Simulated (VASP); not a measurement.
# P (Cmce) in VASP: further runs, part 2 of 2

VASP 6.6.1. Earlier steps stand in the parts before.

## 3. Single point, r2SCAN (functional r2SCAN, strained)

POSCAR

```
P
1.0
    1.5892303000     -5.0413650000      0.0000000000
    1.5892303000      5.0413650000      0.0000000000
    0.0000000000      0.0000000000      4.2059388000
P
4
Direct
    0.0980000000      0.9020000000      0.9100000000
    0.5980000000      0.4020000000      0.5900000000
    0.9020000000      0.0980000000      0.0900000000
    0.4020000000      0.5980000000      0.4100000000
```

INCAR.step1

```
PREC = Accurate ; ENCUT = 520
ISMEAR = 0 ; SIGMA = 0.05
LREAL = False ; LASPH = True
NELM = 80 ; NBANDS = 18
GGA = PE ; ALGO = Normal
EDIFF = 1E-4 ; LWAVE = True
LCHARG = False
```

INCAR.step2

```
PREC = Accurate ; ENCUT = 520
EDIFF = 1E-7 ; ISMEAR = 0
SIGMA = 0.05 ; LREAL = False
LASPH = True ; NELM = 80
ALGO = Normal ; ISIF = 2
LWAVE = False ; LCHARG = False
METAGGA = R2SCAN ; LMIXTAU = True
NBANDS = 18 ; ISTART = 1
```

KPOINTS

```
regular mesh
0
Gamma
  12 12 8
```

Potentials or basis: VASP PAW PBE potentials, release 64 (P).

Command:

```sh
$ cat potpaw_PBE.64/P/POTCAR > POTCAR
$ cp INCAR.step1 INCAR
$ mpirun -np 1 vasp_std > vasp.out
$ cp INCAR.step2 INCAR
$ mpirun -np 1 vasp_std > vasp.out
```

OUTCAR:

```text
PREC = Accurate
   ENCUT = 520
   EDIFF = 1E-7
   ISMEAR = 0
   LREAL = False
   LASPH = True
   NELM = 80
   ISIF = 2
   METAGGA = R2SCAN
   ISTART = 1

 ion  position               nearest neighbor table
   1  0.098  0.902  0.910-   2 2.08   2 2.08   3 2.12
   2  0.598  0.402  0.590-   1 2.08   1 2.08   4 2.12
   3  0.902  0.098  0.090-   4 2.08   4 2.08   1 2.12
   4  0.402  0.598  0.410-   3 2.08   3 2.08   2 2.12

  LATTYP: Found a base centered orthorhombic cell.
 ALAT       =     3.1784606000
 B/A-ratio  =     3.1722054381
 C/A-ratio  =     1.3232628399

  Lattice vectors:

 A1 = (   1.5892303000,  -5.0413650000,   0.0000000000)
 A2 = (   1.5892303000,   5.0413650000,   0.0000000000)
 A3 = (   0.0000000000,   0.0000000000,   4.2059388000)

Analysis of symmetry for initial positions (statically):
=====================================================================
 Subroutine PRICEL returns:
 Original cell was already a primitive cell.

 Routine SETGRP: Setting up the symmetry group for a
 base centered orthorhombic supercell.

 Subroutine GETGRP returns: Found  8 space group operations
 (whereof  4 operations were pure point group operations)
 out of a pool of  8 trial point group operations.

The static configuration has the point symmetry C_2h.
 The point group associated with its full space group is D_2h.

Analysis of symmetry for dynamics (positions and initial velocities):
=====================================================================
 Subroutine PRICEL returns:
 Original cell was already a primitive cell.

 Routine SETGRP: Setting up the symmetry group for a
 base centered orthorhombic supercell.

 Subroutine GETGRP returns: Found  8 space group operations
 (whereof  4 operations were pure point group operations)
 out of a pool of  8 trial point group operations.

The dynamic configuration has the point symmetry C_2h.
 The point group associated with its full space group is D_2h.

 Subroutine INISYM returns: Found  8 space group operations
 (whereof  4 operations are pure point group operations),
 and found     1 'primitive' translations

----------------------------------------------------------------------------------------

                                     Primitive cell

  volume of cell :      67.3950

  direct lattice vectors                    reciprocal lattice vectors
     1.589230300 -5.041365000  0.000000000     0.314617711 -0.099179488  0.000000000
     1.589230300  5.041365000  0.000000000     0.314617711  0.099179488  0.000000000
     0.000000000  0.000000000  4.205938800     0.000000000  0.000000000  0.237759047

  length of vectors
     5.285926031  5.285926031  4.205938800     0.329880092  0.329880092  0.237759047

  position of ions in fractional coordinates (direct lattice)
     0.098000000  0.902000000  0.910000000
     0.598000000  0.402000000  0.590000000
     0.902000000  0.098000000  0.090000000
     0.402000000  0.598000000  0.410000000

  ion indices of the primitive-cell ions
   primitive index   ion index
                 1           1
                 2           2
                 3           3
                 4           4

----------------------------------------------------------------------------------------

 KPOINTS: regular mesh

Automatic generation of k-mesh.
 Grid dimensions read from file:
 generate k-points for:   12   12    8

 Generating k-lattice:

  Cartesian coordinates                     Fractional coordinates (reciprocal lattice)
     0.026218143 -0.008264957  0.000000000     0.083333333  0.000000000  0.000000000
     0.026218143  0.008264957  0.000000000     0.000000000  0.083333333  0.000000000
     0.000000000  0.000000000  0.029719881     0.000000000  0.000000000  0.125000000

  Length of vectors
     0.027490008  0.027490008  0.029719881

  Shift w.r.t. Gamma in fractional coordinates (k-lattice)
     0.000000000  0.000000000  0.000000000

 Subroutine IBZKPT returns following result:
 ===========================================

 Found    215 irreducible k-points:

 Following reciprocal coordinates:
            Coordinates               Weight
  0.000000  0.000000  0.000000      1.000000
  0.083333  0.000000  0.000000      4.000000
  0.166667  0.000000  0.000000      4.000000
  0.250000  0.000000  0.000000      4.000000
  0.333333  0.000000  0.000000      4.000000
  0.416667  0.000000  0.000000      4.000000
[... 16 lines left out ...]
  0.500000  0.166667  0.000000      4.000000
 -0.416667  0.166667  0.000000      4.000000
 [... further k-points ...]
   k-points           NKPTS =    215   k-points in BZ     NKDIM =    215   number of bands    NBANDS=     18
   number of dos      NEDOS =    301   number of ions     NIONS =      4
   total plane-waves  NPLWV =  51200
   dimension x,y,z NGX =    40 NGY =   40 NGZ =   32
   dimension x,y,z NGXF=    80 NGYF=   80 NGZF=   64
   ions per type =               4
   NGX,Y,Z   is equivalent  to a cutoff of  12.58, 12.58, 12.65 a.u.
   NGXF,Y,Z  is equivalent  to a cutoff of  25.16, 25.16, 25.30 a.u.
 SYSTEM =  unknown system
   PREC   = accura    normal or accurate (medium, high low for compatibility)
   ISTART =      1    job   : 0-new  1-cont  2-samecut
   ICHARG =      0    charge: 1-file 2-atom 10-const
   ISPIN  =      1    spin polarized calculation?
   LNONCOLLINEAR =      F non collinear calculations
   LSORBIT =      F    spin-orbit coupling
   LASPH  =      T    aspherical Exc in radial PAW
   ENCUT  =  520.0 eV  38.22 Ry    6.18 a.u.   9.83  9.83  7.82*2*pi/ulx,y,z
   NELM   =     80;   NELMIN=  2; NELMDL=  0     # of ELM steps
   EDIFF  = 0.1E-06   stopping-criterion for ELM
   LREAL  =      F    real-space projection
   EDIFFG = 0.1E-05   stopping-criterion for IOM
   NSW    =      0    number of steps for IOM
   IBRION =     -1    ionic relax: 0-MD 1-quasi-New 2-CG
   NFREE  =      0    steps in history (QN), initial steepest desc. (CG)
   ISIF   =      2    stress and relaxation
   ISYM   =      2    0-nonsym 1-usesym 2-fastsym
   POTIM  = 0.5000    time-step for ionic-motion
   TEBEG  =    0.0;   TEEND  =   0.0 temperature during run
   PSTRESS=    0.0 pullay stress
   NELECT =      20.0000    total number of electrons
   NUPDOWN=      -1.0000    fix difference up-down
   EMIN   =  10.00;   EMAX   =-10.00  energy-range for DOS
   EFERMI =   0.00;   METHOD = LEGACY
   ISMEAR =     0;   SIGMA  =   0.05  broadening in eV -4-tet -1-fermi 0-gaus
   EFERMI_NEDOS =   21; number of points for ismear=-14 and -15
   IALGO  =     38    algorithm
   IMIX   =      4    mixing-type and parameters
     AMIX     =   0.40;   BMIX     =  1.00
     AMIX_MAG =   1.60;   BMIX_MAG =  1.00
  volume/ion in A,a.u.               =      16.85       113.70
  Fermi-wavevector in a.u.,A,eV,Ry     =   1.091965  2.063515 16.223428  1.192388
  Thomas-Fermi vector in A             =   2.228221
   LORBIT       =      0    0 simple, 1 ext, 2 COOP (PROOUT), +10 PAW based schemes
   METAGGA = R2SCAN    functional components
   LHFCALC =     F    Hartree Fock is set to
   AEXX    =    0.0000 exact exchange contribution
   IVDW    =     0    specifies the selected vdW correction
   LEPSILON=     F    determine dielectric tensor
   LRPA    =     F    only Hartree local field effects (RPA)
 non-spin polarized calculation
 Gauss-broadening in eV      SIGMA  =   0.05
  energy-cutoff  :      520.00
  volume of cell :       67.40
 maximum number of plane-waves:      1836
   NGX = 19   NGY = 19   NGZ = 15

 number of electron      20.0000001 magnetization

 Free energy of the ion-electron system (eV)
  ---------------------------------------------------
  ext. energy  EPLUGINS =         0.00000000
  ---------------------------------------------------
  free energy    TOTEN  =       -35.22570204 eV

  energy without entropy =      -35.22560883  energy(sigma->0) =      -35.22565543

 E-fermi :   8.2606     XC(G=0): -10.7848

 val. band max:        8.2438260050   @ k =   0.5000   0.5000   0.0000
 cond. band min:       8.3522196071   @ k =  -0.4167   0.0833   0.0000
 fundamental gap:      0.1083936021
 Fermi energy:         8.2606486590

 k-point     1 :       0.0000    0.0000    0.0000
  band No.  band energies     occupation
      1     -10.1794      2.00000
      2      -6.5209      2.00000
      3      -2.5657      2.00000
      4      -0.2579      2.00000
      5       2.1240      2.00000
      6       2.7754      2.00000
[... 10 lines left out ...]
     17      15.6824      0.00000
     18      15.6985      0.00000
[... 466 lines left out ...]
      2      -6.0044      2.00000
      3      -3.4896      2.00000
      4       0.6264      2.00000
      5       0.9136      2.00000
      6       0.9535      2.00000
[... 10 lines left out ...]
     17      13.8866      0.00000
     18      14.4585      0.00000

 [... further k-points ...]
[... 5 lines left out ...]
  --------------------------------------------------------------------------------------
  -------------------------------------------------------------------------------------
  Total        9.0759169      7.3039727      8.3389356      0.0000000      0.0000000      0.0000000
  in kB      215.7611105    173.6368111    198.2409086      0.0000000      0.0000000      0.0000000
  external PRESSURE =     195.8796101 kB  Pullay stress =       0.0000000 kB

 VOLUME and BASIS-vectors are now :
 -----------------------------------------------------------------------------
  energy-cutoff  :      520.00
  volume of cell :       67.40
      direct lattice vectors                 reciprocal lattice vectors
     1.589230300 -5.041365000  0.000000000     0.314617711 -0.099179488  0.000000000
     1.589230300  5.041365000  0.000000000     0.314617711  0.099179488  0.000000000
     0.000000000  0.000000000  4.205938800     0.000000000  0.000000000  0.237759047

 POSITION                                       TOTAL-FORCE (eV/Angst)
 -----------------------------------------------------------------------------------
      1.58923      4.05326      3.82740         0.000000     -1.384687      1.372005
      1.58923     -0.98811      2.48150         0.000000     -1.384687     -1.372005
      1.58923     -4.05326      0.37853         0.000000      1.384687     -1.372005
      1.58923      0.98811      1.72443         0.000000      1.384687      1.372005
 -----------------------------------------------------------------------------------
    total drift:                                0.000000      0.000000      0.000000

  FREE ENERGIE OF THE ION-ELECTRON SYSTEM (eV)
  ---------------------------------------------------
  free  energy   TOTEN  =       -35.2257020368 eV

  energy  without entropy=      -35.2256088323  energy(sigma->0) =      -35.22565543
```

Wall time 20 min (1 thread of Oxide Virtual Turin-like, shared host); peak memory 0.3 GiB.

What came out:

```yaml
Free_energy: -35.2257 eV
Pressure: 19.6 GPa
Largest_force: 1.949 eV/Å
```

Forces in eV/Å, atoms in the order of the input:
```
P    0.000 -1.385  1.372
P    0.000 -1.385 -1.372
P    0.000  1.385 -1.372
P    0.000  1.385  1.372
```

Caveat: the cell differs from its parent crystal (functional r2SCAN, strained); the PAW data sets were made with another functional, which shifts forces and pressure a little.
